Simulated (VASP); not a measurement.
**Ru: relaxation of cell and atoms with r2SCAN**

Ru:

```
Ru
1.0
    -1.52669    1.52669    1.52669
     1.52669   -1.52669    1.52669
     1.52669    1.52669   -1.52669
Ru
1
Direct
  0.00000 0.00000 0.00000
```

```json
{
  "Program": "VASP 6.6.1",
  "Task": "relaxation of cell and atoms",
  "Functional": "r2SCAN",
  "Potentials or basis": "VASP PAW PBE potentials, release 64 (Ru_pv)",
  "Cutoff": "600 eV",
  "k mesh": "20 × 20 × 20",
  "Occupations": "gaussian, width 0.1 eV",
  "Spin": "no spin polarisation",
  "Dipole correction": "no",
  "Further INCAR settings": "ALGO = Normal; EDIFF = 1e-06; IBRION = 2; EDIFFG = -0.01; NSW = 80; ISIF = 3"
}
```

* Relaxed volume: 14.00 Å³/atom
* Relaxed cell: a = 2.630 Å, b = 2.630 Å, c = 2.630 Å, α = 109.47°, β = 109.47°, γ = 109.47°
* Space group after relaxing (to 0.05 Å): Im-3m (No. 229)
* Energy gained by relaxing: 3.8 meV/atom
* Ionic steps: 3
* Pressure after relaxing: 0.0 GPa
* Band gap on the k mesh: zero (band 7 reaches 14.18 eV, above the bottom of band 8 at 10.56 eV)

The path:
```tsv
step	energy change (eV)	largest force (eV/Å)	pressure (GPa)	volume (Å³)
1	0.0000	0.0000	-4.98	14.23
2	0.0280	0.0000	16.43	13.34
3	-0.0038	0.0000	-0.05	14.00
```

Final structure:
```xyz
1
Lattice="-1.5182 1.5182 1.5182 1.5182 -1.5182 1.5182 1.5182 1.5182 -1.5182" Properties=species:S:1:pos:R:3 pbc="T T T"
Ru    0.0000    0.0000    0.0000
```

Levels at points of the mesh, in eV from the Fermi level:
```csv
k point,band 3,band 4,band 5,band 6,band 7,band 8,band 9,band 10,band 11
"(0.00, 0.00, 0.00)",-43.93,-8.34,-2.96,-2.96,-2.96,-0.07,-0.07,8.44,17.96
"(0.50, 0.00, 0.00)",-43.94,-6.45,-4.78,-0.10,0.42,1.21,2.45,8.44,10.68
"(0.50, 0.50, 0.50)",-44.68,-6.52,-6.52,1.83,1.83,1.83,9.78,9.78,9.78
```

It took 7.5 min on 1 thread of Intel Xeon 8259CL, on a shared host, peak memory 0.19 GiB.

Caveat: the PAW data sets were made with another functional, which shifts forces and pressure a little.
